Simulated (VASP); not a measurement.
# Ge6S in VASP: notebook

The runs below take Ge6S through single point, with PBE.

All numbers are computed with VASP 6.6.1; they aren't measurements. Logs are shortened: lines on timing, memory, paths and dates and some standing lists are left out, and cuts for length are marked.

### 1 The cell of the first run

The cell holds a slab with vacuum, 7 atoms: a = 4.074 Å, b = 5.762 Å, c = 19.524 Å, α = 90.00°, β = 90.00°, γ = 90.00°.

### 2 Single point, PBE

Contents of INCAR:

```
SYSTEM = Ge6S
PREC = Accurate
ENCUT = 520
EDIFF = 1E-6
ISMEAR = 0
SIGMA = 0.1
LREAL = .FALSE.
LASPH = .TRUE.
NELM = 60
ALGO = Normal
ISIF = 2
LWAVE = .FALSE.
LCHARG = .FALSE.
LDIPOL = .TRUE.
IDIPOL = 3
DIPOL = 0.5 0.5 0.339
GGA = PE
NBANDS = 54
```

Contents of KPOINTS:

```
regular mesh
0
G
  7 5 1
  0 0 0
```

Contents of POSCAR:

```
Ge6S
1.0
    4.0740542126      0.0000000000      0.0000000000
    0.0000000000      5.7615827213      0.0000000000
    0.0000000000      0.0000000000     19.5242196736
Ge S
6 1
Direct
    0.5000000000      0.0000000000      0.2048737449
    0.0000000000      0.2500000000      0.2048737449
    0.0000000000      0.5005156572      0.3087424246
    0.5000000000      0.7494843428      0.3087424246
    0.5000000000      0.0069199665      0.4109879835
    0.0000000000      0.2430800335      0.4109879835
    1.0000000000      0.1735866331      0.5222016498
```

Potentials or basis: VASP PAW PBE potentials, release 64 (Ge_d, S).

On the command line:

```
$ cat potpaw_PBE.64/Ge_d/POTCAR potpaw_PBE.64/S/POTCAR > POTCAR
$ mpirun -np 1 vasp_std > vasp.out
```

OUTCAR:

```text
SYSTEM = Ge6S
   PREC = Accurate
   ENCUT = 520
   EDIFF = 1E-6
   ISMEAR = 0
   LREAL = .FALSE.
   LASPH = .TRUE.
   NELM = 60
   ISIF = 2
   GGA = PE

 ion  position               nearest neighbor table
   1  0.500  0.000  0.205-   4 2.49   2 2.49   2 2.49
   2  0.000  0.250  0.205-   3 2.49   1 2.49   1 2.49
   3  0.000  0.501  0.309-   6 2.49   2 2.49   4 2.49   4 2.49
   4  0.500  0.749  0.309-   5 2.49   1 2.49   3 2.49   3 2.49
   5  0.500  0.007  0.411-   6 2.45   6 2.45   4 2.49
   6  0.000  0.243  0.411-   7 2.21   5 2.45   5 2.45   3 2.49
   7  0.000  0.174  0.522-   6 2.21

  LATTYP: Found a simple orthorhombic cell.
 ALAT       =     4.0740542126
 B/A-ratio  =     1.4142135624
 C/A-ratio  =     4.7923318284

  Lattice vectors:

 A1 = (   4.0740542126,   0.0000000000,   0.0000000000)
 A2 = (   0.0000000000,   5.7615827213,   0.0000000000)
 A3 = (   0.0000000000,   0.0000000000,  19.5242196736)

Analysis of symmetry for initial positions (statically):
=====================================================================
 Subroutine PRICEL returns:
 Original cell was already a primitive cell.

 Routine SETGRP: Setting up the symmetry group for a
 simple orthorhombic supercell.

 Subroutine GETGRP returns: Found  2 space group operations
 (whereof  2 operations were pure point group operations)
 out of a pool of  8 trial point group operations.

The static configuration has the point symmetry C_1h.

Analysis of symmetry for dynamics (positions and initial velocities):
=====================================================================
 Subroutine PRICEL returns:
 Original cell was already a primitive cell.

 Routine SETGRP: Setting up the symmetry group for a
 simple orthorhombic supercell.

 Subroutine GETGRP returns: Found  2 space group operations
 (whereof  2 operations were pure point group operations)
 out of a pool of  8 trial point group operations.

The dynamic configuration has the point symmetry C_1h.

 Subroutine INISYM returns: Found  2 space group operations
 (whereof  2 operations are pure point group operations),
 and found     1 'primitive' translations

----------------------------------------------------------------------------------------

                                     Primitive cell

  volume of cell :     458.2920

  direct lattice vectors                    reciprocal lattice vectors
     4.074054213  0.000000000  0.000000000     0.245455742  0.000000000  0.000000000
     0.000000000  5.761582721  0.000000000     0.000000000  0.173563420  0.000000000
     0.000000000  0.000000000 19.524219674     0.000000000  0.000000000  0.051218436

  length of vectors
     4.074054213  5.761582721 19.524219674     0.245455742  0.173563420  0.051218436

  position of ions in fractional coordinates (direct lattice)
     0.500000000  0.000000000  0.204873745
     0.000000000  0.250000000  0.204873745
     0.000000000  0.500515657  0.308742425
     0.500000000  0.749484343  0.308742425
     0.500000000  0.006919966  0.410987984
     0.000000000  0.243080034  0.410987984
     0.000000000  0.173586633  0.522201650

  ion indices of the primitive-cell ions
   primitive index   ion index
                 1           1
                 2           2
                 3           3
                 4           4
                 5           5
                 6           6
                 7           7

----------------------------------------------------------------------------------------

 KPOINTS: regular mesh

Automatic generation of k-mesh.
 Grid dimensions read from file:
 generate k-points for:    7    5    1

 Generating k-lattice:

  Cartesian coordinates                     Fractional coordinates (reciprocal lattice)
     0.035065106  0.000000000  0.000000000     0.142857143  0.000000000  0.000000000
     0.000000000  0.034712684  0.000000000     0.000000000  0.200000000  0.000000000
     0.000000000  0.000000000  0.051218436     0.000000000  0.000000000  1.000000000

  Length of vectors
     0.035065106  0.034712684  0.051218436

  Shift w.r.t. Gamma in fractional coordinates (k-lattice)
     0.000000000  0.000000000  0.000000000

 Subroutine IBZKPT returns following result:
 ===========================================

 Found     12 irreducible k-points:

 Following reciprocal coordinates:
            Coordinates               Weight
  0.000000  0.000000  0.000000      1.000000
  0.142857  0.000000  0.000000      2.000000
  0.285714  0.000000  0.000000      2.000000
  0.428571  0.000000  0.000000      2.000000
  0.000000  0.200000  0.000000      2.000000
  0.142857  0.200000  0.000000      4.000000
  0.285714  0.200000  0.000000      4.000000
  0.428571  0.200000  0.000000      4.000000
  0.000000  0.400000  0.000000      2.000000
  0.142857  0.400000  0.000000      4.000000
  0.285714  0.400000  0.000000      4.000000
  0.428571  0.400000  0.000000      4.000000
   k-points           NKPTS =     12   k-points in BZ     NKDIM =     12   number of bands    NBANDS=     54
   number of dos      NEDOS =    301   number of ions     NIONS =      7
   total plane-waves  NPLWV = 216000
   dimension x,y,z NGX =    30 NGY =   48 NGZ =  150
   dimension x,y,z NGXF=    60 NGYF=   96 NGZF=  300
   ions per type =               6   1
   NGX,Y,Z   is equivalent  to a cutoff of  12.24, 13.85, 12.77 a.u.
   NGXF,Y,Z  is equivalent  to a cutoff of  24.48, 27.70, 25.54 a.u.
 SYSTEM =  Ge6S
   PREC   = accura    normal or accurate (medium, high low for compatibility)
   ISTART =      0    job   : 0-new  1-cont  2-samecut
   ICHARG =      2    charge: 1-file 2-atom 10-const
   ISPIN  =      1    spin polarized calculation?
   LNONCOLLINEAR =      F non collinear calculations
   LSORBIT =      F    spin-orbit coupling
   LASPH  =      T    aspherical Exc in radial PAW
   ENCUT  =  520.0 eV  38.22 Ry    6.18 a.u.   7.58 10.71 36.30*2*pi/ulx,y,z
   NELM   =     60;   NELMIN=  2; NELMDL= -5     # of ELM steps
   EDIFF  = 0.1E-05   stopping-criterion for ELM
   LREAL  =      F    real-space projection
   EDIFFG = 0.1E-04   stopping-criterion for IOM
   NSW    =      0    number of steps for IOM
   IBRION =     -1    ionic relax: 0-MD 1-quasi-New 2-CG
   NFREE  =      0    steps in history (QN), initial steepest desc. (CG)
   ISIF   =      2    stress and relaxation
   ISYM   =      2    0-nonsym 1-usesym 2-fastsym
   POTIM  = 0.5000    time-step for ionic-motion
   TEBEG  =    0.0;   TEEND  =   0.0 temperature during run
   PSTRESS=    0.0 pullay stress
   NELECT =      90.0000    total number of electrons
   NUPDOWN=      -1.0000    fix difference up-down
   EMIN   =  10.00;   EMAX   =-10.00  energy-range for DOS
   EFERMI =   0.00;   METHOD = LEGACY
   ISMEAR =     0;   SIGMA  =   0.10  broadening in eV -4-tet -1-fermi 0-gaus
   EFERMI_NEDOS =   21; number of points for ismear=-14 and -15
   IALGO  =     38    algorithm
   IMIX   =      4    mixing-type and parameters
     AMIX     =   0.40;   BMIX     =  1.00
     AMIX_MAG =   1.60;   BMIX_MAG =  1.00
  volume/ion in A,a.u.               =      65.47       441.82
  Fermi-wavevector in a.u.,A,eV,Ry     =   0.951572  1.798210 12.319925  0.905489
  Thomas-Fermi vector in A             =   2.080054
   LORBIT       =      0    0 simple, 1 ext, 2 COOP (PROOUT), +10 PAW based schemes
   GGA     = PE    functional components
   LHFCALC =     F    Hartree Fock is set to
   AEXX    =    0.0000 exact exchange contribution
   IVDW    =     0    specifies the selected vdW correction
   LEPSILON=     F    determine dielectric tensor
   LRPA    =     F    only Hartree local field effects (RPA)
 non-spin polarized calculation
 Gauss-broadening in eV      SIGMA  =   0.10
  energy-cutoff  :      520.00
  volume of cell :      458.29
 maximum number of plane-waves:     12387
   NGX = 15   NGY = 21   NGZ = 73

 dipolmoment           0.000000      0.000000     -0.016124 electrons x Angstroem

 number of electron      89.9999933 magnetization

 dipolmoment           0.000000      0.000000      0.189928 electrons x Angstroem

 Free energy of the ion-electron system (eV)
  ---------------------------------------------------
  ext. energy  EPLUGINS =         0.00000000
  ---------------------------------------------------
  free energy    TOTEN  =       -27.74653401 eV

  energy without entropy =      -27.71297373  energy(sigma->0) =      -27.72975387

 E-fermi :  -1.9727     XC(G=0):  -4.2953

 val. band max:       -2.0169411946   @ k =   0.4286   0.2000   0.0000
 cond. band min:      -1.9620319613   @ k =   0.2857   0.2000   0.0000
 fundamental gap:      0.0549092333
 Fermi energy:        -1.9727004448

 k-point     1 :       0.0000    0.0000    0.0000
  band No.  band energies     occupation
      1     -26.6477      2.00000
      2     -26.6308      2.00000
      3     -26.5699      2.00000
      4     -26.5657      2.00000
      5     -26.5627      2.00000
      6     -26.5494      2.00000
[... 46 lines left out ...]
     53       2.0445      0.00000
     54       2.4473      0.00000

 k-point     2 :       0.1429    0.0000    0.0000
  band No.  band energies     occupation
      1     -26.6567      2.00000
      2     -26.6285      2.00000
      3     -26.5722      2.00000
      4     -26.5668      2.00000
      5     -26.5547      2.00000
      6     -26.5436      2.00000
[... 46 lines left out ...]
     53       1.7309      0.00000
     54       2.3285      0.00000
[... 511 lines left out ...]
     53       2.9707      0.00000
     54       3.4162      0.00000

 k-point    12 :       0.4286    0.4000    0.0000
  band No.  band energies     occupation
      1     -26.6694      2.00000
      2     -26.6286      2.00000
      3     -26.5829      2.00000
      4     -26.5765      2.00000
      5     -26.5340      2.00000
      6     -26.5108      2.00000
[... 46 lines left out ...]
     53       3.0931      0.00000
     54       3.4345      0.00000

------------------------ aborting loop because EDIFF is reached ----------------------------------------

 vacuum level on the upper side and lower side of the slab       (xc-potential included)         0.584        -0.813

  FORCE on cell =-STRESS in cart. coord.  units (eV):
  Direction    XX          YY          ZZ          XY          YZ          ZX
  --------------------------------------------------------------------------------------
  -------------------------------------------------------------------------------------
  Total        0.8203256      1.5587106      0.2230518      0.0000000     -0.1349851      0.0000000
  in kB        2.8678376      5.4492130      0.7797833      0.0000000     -0.4719044      0.0000000
  external PRESSURE =       3.0322780 kB  Pullay stress =       0.0000000 kB

 VOLUME and BASIS-vectors are now :
 -----------------------------------------------------------------------------
  energy-cutoff  :      520.00
  volume of cell :      458.29
      direct lattice vectors                 reciprocal lattice vectors
     4.074054213  0.000000000  0.000000000     0.245455742  0.000000000  0.000000000
     0.000000000  5.761582721  0.000000000     0.000000000  0.173563420  0.000000000
     0.000000000  0.000000000 19.524219674     0.000000000  0.000000000  0.051218436

 POSITION                                       TOTAL-FORCE (eV/Angst)
 -----------------------------------------------------------------------------------
      2.03703      0.00000      4.00000         0.000000      0.229331      0.245887
      0.00000      1.44040      4.00000         0.000000     -0.091950     -0.142950
      0.00000      2.88376      6.02795         0.000000      0.110217     -0.304759
      2.03703      4.31822      6.02795         0.000000     -0.053214     -0.080419
      2.03703      0.03987      8.02422         0.000000     -0.178052     -0.164231
      0.00000      1.40053      8.02422         0.000000     -0.261113      0.483611
      0.00000      1.00013     10.19558         0.000000      0.244782     -0.037139
 -----------------------------------------------------------------------------------
    total drift:                                0.000000     -0.000006     -0.001890

  FREE ENERGIE OF THE ION-ELECTRON SYSTEM (eV)
  ---------------------------------------------------
  free  energy   TOTEN  =       -27.7465340100 eV

  energy  without entropy=      -27.7129737315  energy(sigma->0) =      -27.72975387

 vacuum level on the upper side and lower side of the slab         4.001         2.554
```

Run time: 6.2 min. Hardware: 1 thread of Intel Xeon 6975P-C (Granite Rapids), shared host; peak memory 0.61 GiB.

What came out:

* Free energy: -27.7465 eV
* Largest force: 0.550 eV/Å
* Band gap on the k mesh: zero (band 45 reaches -1.51 eV, above the bottom of band 46 at -2.07 eV)

Forces in eV/Å, atoms in the order of the input:
```
Ge   0.000  0.229  0.246
Ge   0.000 -0.092 -0.143
Ge   0.000  0.110 -0.305
Ge   0.000 -0.053 -0.080
Ge   0.000 -0.178 -0.164
Ge   0.000 -0.261  0.484
S    0.000  0.245 -0.037
```

(Continued in part 2 of 2.)
